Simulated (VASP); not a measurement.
A run of VASP 6.6.1 is set up as follows.

INCAR

```
PREC = Accurate
ENCUT = 520
EDIFF = 1E-6
ISMEAR = -1
SIGMA = 0.05
LREAL = False
LASPH = True
NELM = 100
ALGO = Normal
ISIF = 2
LWAVE = False
LCHARG = False
GGA = PE
NBANDS = 10
```

Contents of KPOINTS:

```
regular mesh
0
Gamma
  14 14 14
```

POSCAR

```
Os
1.0
    0.0000000000      1.9255500000      1.9450000000
    1.9255500000      0.0000000000      1.9450000000
    1.9255500000      1.9255500000      0.0000000000
Os
1
Direct
    0.0000000000      0.0000000000      0.0000000000
```

Potentials or basis: VASP PAW PBE potentials, release 64 (Os).

Launch:

```bash
$ cat potpaw_PBE.64/Os/POTCAR > POTCAR
$ mpirun -np 1 vasp_std > vasp.out
```

Task: Estimate the band gap on the k mesh.

Result: Zero (bands 4 and 5 overlap by 3.64 eV).

Task: Predict the pressure.

Result: -2.3 GPa.

Stress tensor (GPa, compression positive):
```
-1.38  0.00  0.00
 0.00 -1.38  0.00
 0.00  0.00 -4.11
```

Caveat: the cell differs from its parent crystal (equal xx and yy strain of -1 %); spin-orbit coupling is left out, which moves the levels of the heavy elements.
